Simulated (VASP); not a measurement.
A run of VASP 6.6.1 is set up as follows.

The input INCAR:

```
SYSTEM = Rh
PREC     = Accurate       ! precision mode
ENCUT    = 500            ! plane-wave cutoff, eV
EDIFF    = 1E-6           ! SCF threshold, eV
ISMEAR   = 0              ! smearing method
SIGMA    = 0.1            ! smearing width, eV
LREAL    = .FALSE.        ! projectors in reciprocal space
LASPH    = .TRUE.         ! aspherical terms in the spheres
NELM     = 120            ! most SCF steps
ALGO     = Normal         ! electronic algorithm
ISIF     = 2              ! what is computed and relaxed
LWAVE    = .FALSE.        ! write WAVECAR
LCHARG   = .FALSE.        ! write CHGCAR
GGA      = PS             ! functional
NBANDS   = 14             ! bands
GGA_COMPAT= .FALSE.
```

Contents of KPOINTS:

```
Automatic mesh
0
G
  8 8 8
  0 0 0
```

The input POSCAR:

```
Rh
1.0
   -1.5110298079      1.5110298079      1.5110298079
    1.5110298079     -1.5110298079      1.5110298079
    1.5110298079      1.5110298079     -1.5110298079
Rh
1
Direct
    0.0000000000      0.0000000000      0.0000000000
```

Potentials or basis: VASP PAW PBE potentials, release 64 (Rh_pv).

Command:

```console
$ cat potpaw_PBE.64/Rh_pv/POTCAR > POTCAR
$ mpirun -np 1 vasp_std > vasp.out
```

Question: What does it give for the pressure?

Answer: 1.8 GPa.

Question: What does it give for the band gap on the k mesh?

Answer: Zero (an odd number of electrons rules out a gap without spin polarisation).

Caveat: the k points lie up to 0.37 Å⁻¹ apart, too coarse for converged energies and pressures of a metal; the PAW data sets were made with another functional, which shifts forces and pressure a little.
